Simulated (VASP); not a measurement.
Wanted: the native input for a VASP 6.6.1 run.

| Item | Value |
| --- | --- |
| Task | single point |
| Functional | PBE |
| Dispersion | D4 |
| Potentials or basis | VASP PAW PBE potentials, release 64 (In_d, P) |
| Cutoff | 520 eV |
| k mesh | 8 × 8 × 8 |
| Occupations | fermi-dirac, width 0.05 eV |
| Spin | no spin polarisation |
| Dipole correction | no |
| Further INCAR settings | ALGO = Normal; EDIFF = 1e-07; NBANDS = 16 |

The structure of InP lies in POSCAR:

```
InP
1.0
    0.0000000000      2.8908937935      2.8908937935
    2.8908937935      0.0000000000      2.8908937935
    2.8908937935      2.8908937935      0.0000000000
In P
1 1
Direct
    0.0000000000      0.0000000000      0.0000000000
    0.7500000000      0.7500000000      0.7500000000
```

These files were run (other wordings do the same):

INCAR

```
ALGO = Normal ; EDIFF = 1E-7
ENCUT = 520 ; GGA = PE
ISIF = 2 ; ISMEAR = -1
IVDW = 13 ; LASPH = T
LCHARG = F ; LREAL = F
LWAVE = F ; NBANDS = 16
NELM = 60 ; PREC = Accurate
SIGMA = 0.05
```

KPOINTS

```
k-points
0
Gamma
  8 8 8
```

Potentials or basis: VASP PAW PBE potentials, release 64 (In_d, P).

Run with:

```sh
$ cat potpaw_PBE.64/In_d/POTCAR potpaw_PBE.64/P/POTCAR > POTCAR
$ mpirun -np 1 vasp_std > vasp.out
```

It gave:

```
Pressure                   : 4.1 GPa
Band gap on the k mesh     : 0.93 eV, direct
Dispersion energy per atom : -0.352 eV
```

Caveat: spin-orbit coupling is left out, which moves the levels of the heavy elements.

Run time: 13 s on 1 thread of AMD EPYC 9R45 96-Core Processor (Zen 5), with other jobs on the host, peak memory 0.15 GiB.
